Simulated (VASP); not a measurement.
Write the native input for VASP 6.6.1 that does the following.

```yaml
Task: relaxation of cell and atoms
Functional: LDA
Potentials_or_basis: VASP PAW LDA potentials, release 64 (Ca_sv)
Cutoff: 600 eV
k_mesh: 15 × 15 × 15
Occupations: fermi-dirac, width 0.08 eV
Spin: no spin polarisation
Target_pressure: 55 GPa
Dipole_correction: no
Further_INCAR_settings: ALGO = Normal; EDIFF = 1e-06; IBRION = 2; EDIFFG = -0.005; NSW = 60; ISIF = 3
```

The structure of Ca lies in POSCAR:

```
Ca
1.0
    2.5134078777      0.0000000000      0.0000000000
    0.0000000000      2.5134078777      0.0000000000
    0.0000000000      0.0000000000      2.5134078777
Ca
1
Direct
    0.0000000000      0.0000000000      0.0000000000
```

This isn't the form of Ca at room conditions, which is fcc.

These files were run (other wordings do the same):

INCAR

```
  ALGO = Normal
  EDIFF = 1E-6
  EDIFFG = -0.005
  ENCUT = 600
  GGA = CA
  IBRION = 2
  ISIF = 3
  ISMEAR = -1
  LASPH = True
  LCHARG = False
  LREAL = False
  LWAVE = False
  NELM = 60
  NSW = 60
  PREC = Accurate
  PSTRESS = 550.0
  SIGMA = 0.08
```

KPOINTS

```
k-points
0
Gamma
  15 15 15
```

Potentials or basis: VASP PAW LDA potentials, release 64 (Ca_sv).

Command:

```bash
$ cat potpaw_LDA.64/Ca_sv/POTCAR > POTCAR
$ mpirun -np 1 vasp_std > vasp.out
```

It gave:

* Relaxed volume: 15.19 Å³/atom
* Relaxed cell: a = 2.476 Å, b = 2.476 Å, c = 2.476 Å, α = 90.00°, β = 90.00°, γ = 90.00°
* Space group after relaxing (to 0.1 Å): Pm-3m (No. 221)
* Energy change on relaxing (the run minimises the enthalpy): +224.6 meV/atom
* Ionic steps: 5
* Pressure after relaxing: 54.9 GPa
* Band gap on the k mesh: zero (bands 5 and 6 overlap by 1.71 eV)

Caveat: the cell is relaxed towards a set pressure, so the run minimises the enthalpy, not the energy.

It took 64 s on 1 thread of Intel Xeon 8259CL (shared host), peak memory 0.14 GiB.
